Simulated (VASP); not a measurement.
Be:

```xyz
4
Lattice="2.8275 0.0000 0.0000 -1.4138 2.4487 0.0000 0.0000 0.0000 4.6655" Properties=species:S:1:pos:R:3 pbc="T T T"
Be    0.0000    1.6325    2.0411
Be    1.4138    0.8162    4.3739
Be    1.4138    0.8162    2.6243
Be    0.0000    1.6325    0.2916
```

| Quantity | Value |
| --- | --- |
| Program | VASP 6.6.1 |
| Task | relaxation of cell and atoms |
| Functional | r2SCAN |
| Potentials or basis | VASP PAW PBE potentials, release 64 (Be) |
| Cutoff | 600 eV |
| k mesh | 9 × 9 × 4 |
| Occupations | gaussian, width 0.1 eV |
| Spin | no spin polarisation |

At the start: pressure 67.1 GPa; volume 8.08 Å³/atom.

Where does the relaxation end?

Over 40 steps the energy falls by 1600.4 meV/atom and the volume is 11.92 Å³/atom (+47.7 %); space group P6_3/mmc (No. 194, to 0.1 Å) before, P6/mmm (No. 191, to 0.1 Å).

The path:
| step | energy change (eV) | largest force (eV/Å) | pressure (GPa) | volume (Å³) |
| --- | --- | --- | --- | --- |
| 1 | 0.0000 | 0.4723 | 67.13 | 32.30 |
| 2 | -3.4189 | 0.0044 | 7.43 | 50.84 |
| 3 | -3.5611 | 0.0266 | 2.26 | 55.58 |
| 4 | -3.4778 | 0.0567 | -4.19 | 65.91 |
| 5 | -3.5817 | 0.0431 | -0.35 | 58.87 |
| 6 | -3.5818 | 0.0410 | 0.11 | 58.23 |
| 7 | -3.6112 | 0.2015 | -0.12 | 58.25 |
| 8 | -3.6315 | 0.5150 | -0.17 | 58.25 |
| 9 | -3.6374 | 0.7200 | -0.08 | 58.23 |
| 10 | -3.6601 | 1.1244 | -0.10 | 58.17 |
| 11 | -3.7094 | 2.1165 | -0.55 | 57.92 |
| 12 | -3.5316 | 4.9239 | 1.34 | 56.92 |
| 13 | -3.7262 | 2.3516 | -0.63 | 57.84 |
| 14 | -3.7060 | 3.4671 | -0.01 | 57.45 |
| 15 | -3.7326 | 2.6033 | -0.49 | 57.76 |
| 16 | -3.7342 | 2.6231 | -0.48 | 57.76 |
| 17 | -3.7386 | 2.6836 | -0.46 | 57.77 |
| 18 | -3.7464 | 2.8047 | -0.53 | 57.77 |
| 19 | -3.7645 | 3.0556 | -0.75 | 57.77 |
| 20 | -3.7824 | 3.6051 | -0.50 | 57.75 |
| 21 | -3.8174 | 3.6642 | -0.69 | 57.75 |
| 22 | -3.9275 | 3.8423 | -1.12 | 57.74 |
| 23 | -4.1444 | 4.2173 | -1.96 | 57.67 |
| 24 | -4.4403 | 4.9480 | -1.11 | 57.29 |
| 25 | -4.8239 | 4.3299 | -2.30 | 57.23 |
| 26 | -5.5437 | 2.4506 | -4.03 | 56.97 |
| 27 | -4.0086 | 4.0846 | 5.59 | 56.02 |
| 28 | -5.5131 | 2.2708 | -3.38 | 56.87 |
| 29 | -5.4972 | 0.8146 | -2.13 | 56.63 |
| 30 | -5.5441 | 1.6441 | -2.95 | 56.77 |
| 31 | -5.7725 | 1.3349 | -4.34 | 56.47 |
| 32 | -6.1580 | 0.6286 | -6.76 | 55.46 |
| 33 | -6.1930 | 0.4489 | -7.28 | 55.05 |
| 34 | -6.2565 | 0.3347 | -6.41 | 53.78 |
| 35 | -6.3767 | 0.0795 | -3.01 | 50.10 |
| 36 | -6.2069 | 1.3193 | 7.94 | 43.25 |
| 37 | -6.3924 | 0.2383 | -1.32 | 48.71 |
| 38 | -6.3929 | 0.2809 | -1.01 | 48.43 |
| 39 | -6.3996 | 0.1300 | -0.57 | 48.04 |
| 40 | -6.4017 | 0.0081 | -0.14 | 47.70 |

Final structure:
```
Be
1.0
     3.71924    0.00000    0.00000
    -1.85962    3.22096    0.00000
     0.00000    0.00000    3.98159
Be
4
Direct
  0.33333 0.66667 0.49993
  0.66667 0.33333 0.99993
  0.66667 0.33333 0.50007
  0.33333 0.66667 0.00007
```

Caveat: the volume moved by over 15 % at a fixed basis, so the end points are rough; the PAW data sets were made with another functional, which shifts forces and pressure a little.
